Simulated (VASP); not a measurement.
Set up this calculation in VASP 6.6.1, as the native input.

| Quantity | Value |
| --- | --- |
| Task | single point |
| Functional | PBE |
| Potentials or basis | VASP PAW PBE potentials, release 64 (Ge_d, W_sv) |
| Cutoff | 500 eV |
| k mesh | 8 × 8 × 8 |
| Occupations | gaussian, width 0.1 eV |
| Spin | no spin polarisation |
| Dipole correction | no |
| Further INCAR settings | ALGO = Normal; EDIFF = 1e-06; NBANDS = 43 |

The structure of Ge2W3 lies in POSCAR:

```
Ge2W3
1.0
    4.6110748975      0.0000000000      0.0000000000
    0.0000000000      4.6110748975      0.0000000000
    0.0000000000      0.0000000000      4.6110748975
Ge W
2 3
Direct
    0.5000000000      0.5000000000      0.5000000000
    0.0000000000      0.0000000000      0.0000000000
    0.0000000000      0.5000000000      0.5000000000
    0.5000000000      0.0000000000      0.5000000000
    0.5000000000      0.5000000000      0.0000000000
```

The cell was built from a structure type or drawn by symmetry, and may not be a known phase.

One way to write it, as run:

INCAR

```
SYSTEM = Ge2W3
  ALGO = Normal
  EDIFF = 1E-6
  ENCUT = 500
  GGA = PE
  GGA_COMPAT = .FALSE.
  ISIF = 2
  ISMEAR = 0
  LASPH = .TRUE.
  LCHARG = .FALSE.
  LREAL = .FALSE.
  LWAVE = .FALSE.
  NBANDS = 43
  NELM = 120
  PREC = Accurate
  SIGMA = 0.1
```

KPOINTS

```
k-points
0
G
  8 8 8
  0 0 0
```

Potentials or basis: VASP PAW PBE potentials, release 64 (Ge_d, W_sv).

Command:

```sh
$ cat potpaw_PBE.64/Ge_d/POTCAR potpaw_PBE.64/W_sv/POTCAR > POTCAR
$ mpirun -np 1 vasp_std > vasp.out
```

It gave:

```yaml
Pressure: 0.3 GPa
Band_gap_on_the_k_mesh: zero (bands 35 and 36 overlap by 1.35 eV)
```

Caveat: spin-orbit coupling is left out, which moves the levels of the heavy elements.

It took 100 s on 1 thread of Intel Xeon 8259CL, with other jobs on the host, peak memory 0.27 GiB.
